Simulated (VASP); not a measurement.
Set up this calculation in VASP 6.6.1, as the native input.

* Task: relaxation of cell and atoms
* Functional: RPBE
* Potentials or basis: VASP PAW PBE potentials, release 64 (B)
* Cutoff: 500 eV
* k mesh: 7 × 7 × 7
* Occupations: fermi-dirac, width 0.1 eV
* Spin: no spin polarisation
* Dipole correction: no
* Further INCAR settings: ALGO = Normal; EDIFF = 1e-07; IBRION = 2; EDIFFG = -0.01; NSW = 80; ISIF = 3

The structure of B lies in POSCAR:

```
B
1.0
    3.7428346132      0.0000000000      0.0000000000
    0.0000000000      3.7428346132      0.0000000000
    0.0000000000      0.0000000000      3.7428346132
B
8
Direct
    0.0000000000      0.0000000000      0.0000000000
    0.5000000000      0.5000000000      0.5000000000
    0.2500000000      0.0000000000      0.5000000000
    0.7500000000      0.0000000000      0.5000000000
    0.5000000000      0.2500000000      0.0000000000
    0.5000000000      0.7500000000      0.0000000000
    0.0000000000      0.5000000000      0.2500000000
    0.0000000000      0.5000000000      0.7500000000
```

One way to write it, as run:

INCAR

```
PREC = Accurate
ENCUT = 500
EDIFF = 1E-7
ISMEAR = -1
SIGMA = 0.1
LREAL = F
LASPH = T
NELM = 120
ALGO = Normal
ISIF = 3
LWAVE = F
LCHARG = F
GGA = RP
IBRION = 2
NSW = 80
EDIFFG = -0.01
GGA_COMPAT = F
NELMIN = 4
```

KPOINTS

```
Automatic mesh
0
Gamma
  7 7 7
```

Potentials or basis: VASP PAW PBE potentials, release 64 (B).

Run with:

```console
$ cat potpaw_PBE.64/B/POTCAR > POTCAR
$ mpirun -np 1 vasp_std > vasp.out
```

It gave:

| Quantity | Value |
| --- | --- |
| Relaxed volume | 6.24 Å³/atom |
| Relaxed cell | a = 3.683 Å, b = 3.683 Å, c = 3.683 Å, α = 90.00°, β = 90.00°, γ = 90.00° |
| Space group after relaxing (to 0.05 Å) | Pm-3n (No. 223) |
| Energy gained by relaxing | 10.4 meV/atom |
| Ionic steps | 3 |
| Pressure after relaxing | 0.0 GPa |
| Band gap on the k mesh | zero (band 12 reaches 13.15 eV, above the bottom of band 13 at 9.35 eV) |

Caveat: the PAW data sets were made with another functional, which shifts forces and pressure a little.

Wall time 73 s on 1 thread of AMD EPYC 7R13 (shared host), peak memory 0.12 GiB.
